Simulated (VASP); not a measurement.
Input of a VASP 6.6.1 run:

File POSCAR:

```
SrCl2
1.0
    0.0000000000      3.4976509425      3.4976509425
    3.4976509425      0.0000000000      3.4976509425
    3.4976509425      3.4976509425      0.0000000000
Sr Cl
1 2
Direct
    0.0000000000      0.0000000000      0.0000000000
    0.2500000000      0.2500000000      0.2500000000
    0.7500000000      0.7500000000      0.7500000000
```

The input INCAR.step1:

```
SYSTEM = SrCl2
  PREC = Accurate
  ENCUT = 520
  ISMEAR = 0
  SIGMA = 0.01
  LREAL = .False.
  LASPH = .True.
  NELM = 80
  NBANDS = 19
  GGA = PE
  ALGO = Normal
  EDIFF = 1E-4
  LWAVE = .True.
  LCHARG = .False.
```

Contents of INCAR.step2:

```
SYSTEM = SrCl2
  PREC = Accurate
  ENCUT = 520
  EDIFF = 1E-6
  ISMEAR = 0
  SIGMA = 0.01
  LREAL = .False.
  LASPH = .True.
  NELM = 80
  ALGO = Normal
  ISIF = 2
  LWAVE = .False.
  LCHARG = .False.
  METAGGA = R2SCAN
  LMIXTAU = .True.
  NBANDS = 19
  ISTART = 1
```

Contents of KPOINTS:

```
regular mesh
0
Gamma
  6 6 6
  0 0 0
```

Potentials or basis: VASP PAW PBE potentials, release 64 (Sr_sv, Cl).

Run with:

```console
$ cat potpaw_PBE.64/Sr_sv/POTCAR potpaw_PBE.64/Cl/POTCAR > POTCAR
$ cp INCAR.step1 INCAR
$ mpirun -np 1 vasp_std > vasp.out
$ cp INCAR.step2 INCAR
$ mpirun -np 1 vasp_std > vasp.out
```

Task: What does it give for the pressure?

Result: 0.0 GPa.

Task: Estimate the band gap on the k mesh.

Result: 5.94 eV (least direct gap 5.99 eV).

Caveat: the PAW data sets were made with another functional, which shifts forces and pressure a little. r2SCAN opens gaps a little over a GGA but as a rule still falls short of measured ones.
